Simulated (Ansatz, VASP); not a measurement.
**SnSe in VASP and in Ansatz**

```
Sn Se
1.0
     3.41667    0.00000    0.00000
     0.00000    3.41667    0.00000
     0.00000    0.00000    3.41667
Sn Se
1 1
Direct
  0.00000 0.00000 0.00000
  0.50000 0.50000 0.50000
```

Change from the starting cell: volume scaled by 0.8, PAW files.

Alike in both runs: task single point; functional PBE; k mesh 14 × 14 × 14; occupations fermi-dirac, width 0.08 eV; no spin polarisation.

|  | VASP | Ansatz |
| --- | --- | --- |
| version | VASP 6.6.1 | Ansatz 0.2.0 |
| potentials or method | VASP PAW PBE potentials, release 64 (Sn_d, Se) | PAW with Ansatz's default frozen-core files, scalar-relativistic |
| plane-wave cutoff (eV) | 520 | 420 |
| valence electrons in the cell | 20 | 30 |

```csv
,VASP,Ansatz,Ansatz less VASP
pressure (GPa),17.7,17.7,-0.04
```

VASP's potentials hold 20 valence electrons a cell and Ansatz's 30, so a difference there can come from the potentials and not from the codes.
